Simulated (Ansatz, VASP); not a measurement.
Two plane-wave programs on Fe

```
CELL_PARAMETERS angstrom
-1.41631 1.41631 1.41631
1.41631 -1.41631 1.41631
1.41631 1.41631 -1.41631
ATOMIC_POSITIONS crystal
Fe 0.00000 0.00000 0.00000
```

Alike in both runs: task single point; functional PBE; k mesh 15 × 15 × 15; occupations fermi-dirac, width 0.05 eV; non-collinear spin, spin-orbit coupling.

```csv
,VASP,Ansatz
version,VASP 6.6.1,Ansatz 0.2.0
potentials or method,"VASP PAW PBE potentials, release 64 (Fe), cutoff 520 eV","plane waves (420 eV) with PAW, fully relativistic with spin-orbit coupling"
valence electrons in the cell,8,16
```

|  | VASP | Ansatz | Ansatz less VASP |
| --- | --- | --- | --- |
| net moment per atom (μB) | 2.19 | 2.17 | -0.017 |

VASP's potentials hold 8 valence electrons a cell and Ansatz's 16, so a difference there can come from the potentials and not from the codes.
